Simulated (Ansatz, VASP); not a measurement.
One calculation of CsPbCl3, two programs

```
Cs Pb Cl
1.0
     5.55625    0.00000    0.00000
     0.00000    5.55625    0.00000
     0.00000    0.00000    5.55625
Cs Pb Cl
1 1 3
Direct
  0.00000 0.00000 0.00000
  0.50000 0.50000 0.50000
  0.50000 0.50000 0.00000
  0.00000 0.50000 0.50000
  0.50000 0.00000 0.50000
```

Alike in both runs: task single point; functional r2SCAN; k mesh 6 × 6 × 6; occupations gaussian, width 0.02 eV; no spin polarisation.

|  | VASP | Ansatz |
| --- | --- | --- |
| version | VASP 6.6.1 | Ansatz 0.2.0 |
| potentials or method | VASP PAW PBE potentials, release 64 (Cs_sv, Pb_d, Cl), cutoff 520 eV | scalar-relativistic, plane waves, PAW |
| valence electrons in the cell | 44 | 44 |

```csv
,VASP,Ansatz,Ansatz less VASP
gap on the k mesh at the Fermi level (eV),2.18,2.16,-0.018
least direct gap on the mesh (eV),2.18,2.16,-0.018
pressure (GPa),1.8,1.8,+0.03
```

VASP's potentials were made for PBE, not for r2SCAN.

Neither program's run includes spin-orbit coupling.
